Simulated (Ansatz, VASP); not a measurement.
## Ag in VASP and in Ansatz

File INCAR:

```
ALGO = Normal
EDIFF = 1E-6
ENCUT = 520
GGA = PE
ISIF = 2
ISMEAR = -1
LASPH = True
LCHARG = False
LREAL = False
LWAVE = False
NBANDS = 18
NELM = 60
PREC = Accurate
SIGMA = 0.1
```

The input KPOINTS:

```
k-points
0
Gamma
  14 14 14
```

Contents of POSCAR:

```
Ag
1.0
    0.0000000000      2.9773158119      2.9773158119
    2.9773158119      0.0000000000      2.9773158119
    2.9773158119      2.9773158119      0.0000000000
Ag
2
Direct
    0.1250000000      0.1250000000      0.1250000000
    0.8750000000      0.8750000000      0.8750000000
```

Input for Ansatz:

```yaml
crystal:
  lattice:
    - [0.0, 2.9773158119, 2.9773158119]
    - [2.9773158119, 0.0, 2.9773158119]
    - [2.9773158119, 2.9773158119, 0.0]
  atoms:
    - { symbol: Ag, position: [0.125, 0.125, 0.125] }
    - { symbol: Ag, position: [0.875, 0.875, 0.875] }
hamiltonian:
  xc: pbe
  pseudopotentials:
    kind: paw
    azcp:
      Ag: "pseudopotentials/Ag.paw.azcp"
basis:
  ecutwfc: 420
  fft_grid_basis: typed
kpoints:
  mp_grid: { grid: [14, 14, 14], shift: [0, 0, 0] }
magnetization:
  spin_polarized: false
scf:
  occupations: { method: fermi_dirac, width: 0.1 }
output:
  stress: true
```

Alike in both runs: task single point; functional PBE; k mesh 14 × 14 × 14; occupations fermi-dirac, width 0.1 eV; no spin polarisation.

```csv
,VASP,Ansatz
version,VASP 6.6.1,Ansatz 0.2.0
potentials or method,"VASP PAW PBE potentials, release 64 (Ag), cutoff 520 eV","plane waves (420 eV) with PAW, scalar-relativistic"
valence electrons in the cell,22,38
```

Ansatz gave:

- pressure (GPa): 5.7

Q: Which values does VASP return?

A: Pressure (GPa): 5.5.

The functional is the same, so the differences come from potentials, cutoffs and numerics. VASP's potentials hold 22 valence electrons a cell and Ansatz's 38, so a difference there can come from the potentials and not from the codes.
